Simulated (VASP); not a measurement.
A run of VASP 6.6.1 is set up as follows.

The input INCAR:

```
PREC     = Accurate       # precision mode
ENCUT    = 520            # plane-wave cutoff, eV
EDIFF    = 1E-7           # SCF threshold, eV
ISMEAR   = 0              # smearing method
SIGMA    = 0.2            # smearing width, eV
LREAL    = False          # projectors in reciprocal space
LASPH    = True           # aspherical terms in the spheres
NELM     = 100            # most SCF steps
ALGO     = Normal         # electronic algorithm
ISIF     = 2              # what is computed and relaxed
LWAVE    = False          # write WAVECAR
LCHARG   = False          # write CHGCAR
GGA      = PE             # functional
NBANDS   = 27             # bands
```

Contents of KPOINTS:

```
regular mesh
0
Gamma
  12 12 2
```

Contents of POSCAR:

```
Si4BN3
1.0
    2.9384329991      0.0000000000      0.0000000000
   -1.4692164996      2.5447576245      0.0000000000
    0.0000000000      0.0000000000     12.9751328672
Si B N
4 1 3
Direct
    0.3333333333      0.6666666667      0.6758856965
    0.6666666667      0.3333333333      0.0482701696
    0.3333333333      0.6666666667      0.4925242093
    0.6666666667      0.3333333333      0.2312334929
    1.0000000000      0.0000000000      0.3084448178
    0.6666666667      0.3333333333      0.7180444547
    0.3333333333      0.6666666667      0.0068824256
    0.0000000000      0.0000000000      0.4277147337
```

Potentials or basis: VASP PAW PBE potentials, release 64 (Si, B, N).

The run is started by

```bash
$ cat potpaw_PBE.64/Si/POTCAR potpaw_PBE.64/B/POTCAR potpaw_PBE.64/N/POTCAR > POTCAR
$ mpirun -np 1 vasp_std > vasp.out
```

Task: What does it give for the band gap on the k mesh?

Result: Zero (band 17 reaches 10.09 eV, above the bottom of band 18 at 7.23 eV).

Task: Predict the pressure.

Result: -0.1 GPa.

Task: Estimate the largest force.

Result: 0.053 eV/Å.

Forces on the atoms (eV/Å):
```
Si   0.000  0.000  0.018
Si   0.000  0.000 -0.008
Si   0.000  0.000 -0.014
Si   0.000  0.000  0.026
B    0.000  0.000 -0.053
N    0.000  0.000 -0.021
N    0.000  0.000  0.019
N    0.000  0.000  0.033
```
